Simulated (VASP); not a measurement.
Nb3H: single point with LDA

Nb3H, a slab with vacuum:

```
Nb H
1.0
     2.92702    0.00000    0.00000
     0.00000    2.92702    0.00000
     0.00000    0.00000   21.19579
Nb H
3 1
Direct
  0.50000 0.50000 0.18872
  0.00000 0.00000 0.28769
  0.50000 0.50000 0.38667
  0.50000 0.00000 0.48622
```

* Program: VASP 6.6.1
* Task: single point
* Functional: LDA
* Potentials or basis: VASP PAW LDA potentials, release 64 (Nb_sv, H)
* Cutoff: 520 eV
* k mesh: 9 × 9 × 1
* Occupations: gaussian, width 0.1 eV
* Spin: collinear spin, ferromagnetic start
* Starting moments: [0.0, 0.0, 0.0, 1.0] μB
* Dipole correction: yes
* Further INCAR settings: ALGO = Normal; EDIFF = 1e-06; NBANDS = 32

The largest force is 2.394 eV/Å. The band gap on the k mesh is zero (filled and empty bands overlap) and the net moment is 0.00 μB per cell. The valence electrons inside the program's atomic spheres are Nb 10.66, 10.68, 10.58; H 0.39.

Forces in eV/Å, atoms in the order of the input:
```
Nb   0.000  0.000  0.245
Nb   0.000  0.000 -0.622
Nb   0.000  0.000  2.394
H    0.000  0.000 -2.017
```

Levels at points of the mesh, in eV from the Fermi level:
Spin up:
```tsv
k point	band 18	band 19	band 20	band 21	band 22	band 23
(0.00, 0.00, 0.00)	-2.05	-0.77	-0.28	0.59	0.60	1.73
```
Spin down:
```tsv
k point	band 16	band 17	band 18	band 19	band 20	band 21	band 22	band 23	band 24	band 25
(0.00, 0.00, 0.00)	-3.19	-2.55	-2.05	-0.77	-0.28	0.59	0.60	1.73	1.83	2.11
```

Run time: 4.5 min on 1 thread of Intel(R) Xeon(R) 6975P-C (Granite Rapids), on a shared host, peak memory 0.37 GiB.
